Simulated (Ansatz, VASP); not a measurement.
# Two plane-wave programs on Se

The input INCAR:

```
SYSTEM = Se
PREC = Accurate ; ENCUT = 600
EDIFF = 1E-7 ; ISMEAR = 0
SIGMA = 0.02 ; LREAL = .False.
LASPH = .True. ; NELM = 100
ALGO = Normal ; ISIF = 3
LWAVE = .False. ; LCHARG = .False.
GGA = PS ; IBRION = 2
NSW = 100 ; EDIFFG = -0.002
```

KPOINTS

```
regular mesh
0
Gamma
  12 12 8
  0 0 0
```

Contents of POSCAR:

```
Se
1.0
    4.0384519315      0.0000000000      0.0000000000
   -2.0192259658      3.4974019647      0.0000000000
    0.0000000000      0.0000000000      5.1206514004
Se
3
Direct
    0.2487285676      0.0000000000      0.3333333333
    0.0000000000      0.2487285676      0.6666666667
    0.7512714324      0.7512714324      0.0000000000
```

Input for Ansatz:

```yaml
crystal:
  lattice:
    - [4.0384519315, 0.0, 0.0]
    - [-2.0192259658, 3.4974019647, 0.0]
    - [0.0, 0.0, 5.1206514004]
  atoms:
    - { symbol: Se, position: [0.2487285676, 0.0, 0.3333333333] }
    - { symbol: Se, position: [0.0, 0.2487285676, 0.6666666667] }
    - { symbol: Se, position: [0.7512714324, 0.7512714324, 0.0] }
basis:
  ecutwfc: 420
kpoints:
  mp_grid: { grid: [12, 12, 8] }
hamiltonian:
  xc: pbesol
  pseudopotentials: { kind: paw, azcp: { folder: soft_1 } }
scf:
  occupations: { method: gaussian, width: 0.02 }
output:
  forces: true
  stress: true
  eigenvalues: true
relax:
  adjacent_minimum: "off"
  f_tol: 0.002
  max_steps: 80
  cell: { stress_tol: 0.02 }
```

Alike in both runs: task relaxation of cell and atoms; functional PBEsol; k mesh 12 × 12 × 8; occupations gaussian, width 0.02 eV; no spin polarisation.

|  | VASP | Ansatz |
| --- | --- | --- |
| version | VASP 6.6.1 | Ansatz 0.2.0 |
| potentials or method | VASP PAW PBE potentials, release 64 (Se), cutoff 600 eV | scalar-relativistic, plane waves, PAW |
| valence electrons in the cell | 18 | 48 |

```csv
,VASP,Ansatz,Ansatz less VASP
"gap on the k mesh at the Fermi level, each at its own relaxed structure (eV)",0.43,0.45,+0.022
relaxed volume (Å³/atom),24.11,24.11,+0.002
relaxed cell length with the largest relative difference (Å),5.128,5.121,-0.0070
```

VASP's potentials were made for PBE, not for PBEsol, and Ansatz warns of the same on its side. VASP's potentials hold 18 valence electrons a cell and Ansatz's 48, so a difference there can come from the potentials and not from the codes.
